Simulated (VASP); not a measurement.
Here is a VASP 6.6.1 calculation.

Contents of POSCAR:

```
GaAs
1.0
    0.0000000000      2.8612570821      2.8612570821
    2.8612570821      0.0000000000      2.8612570821
    2.8612570821      2.8612570821      0.0000000000
Ga As
1 1
Direct
    0.0000000000      0.0000000000      0.0000000000
    0.2500000000      0.2500000000      0.2500000000
```

Contents of INCAR.step1:

```
SYSTEM = GaAs
ALGO = Normal
EDIFF = 1E-4
ENCUT = 520
GGA = PE
ISMEAR = 0
LASPH = .True.
LCHARG = .False.
LREAL = .False.
LWAVE = .True.
NBANDS = 16
NELM = 60
PREC = Accurate
SIGMA = 0.02
```

The input INCAR.step2:

```
SYSTEM = GaAs
ALGO = Normal
EDIFF = 1E-6
ENCUT = 520
ISIF = 2
ISMEAR = 0
ISTART = 1
LASPH = .True.
LCHARG = .False.
LMIXTAU = .True.
LREAL = .False.
LWAVE = .False.
METAGGA = R2SCAN
NBANDS = 16
NELM = 60
PREC = Accurate
SIGMA = 0.02
```

KPOINTS

```
k-points
0
Gamma
  8 8 8
  0 0 0
```

Potentials or basis: VASP PAW PBE potentials, release 64 (Ga_d, As).

Run with:

```bash
$ cat potpaw_PBE.64/Ga_d/POTCAR potpaw_PBE.64/As/POTCAR > POTCAR
$ cp INCAR.step1 INCAR
$ mpirun -np 1 vasp_std > vasp.out
$ cp INCAR.step2 INCAR
$ mpirun -np 1 vasp_std > vasp.out
```

Task: Estimate the band gap on the k mesh.

Result: 0.71 eV, direct.

Task: Estimate the pressure.

Result: -1.9 GPa.

Caveat: the PAW data sets were made with another functional, which shifts forces and pressure a little.
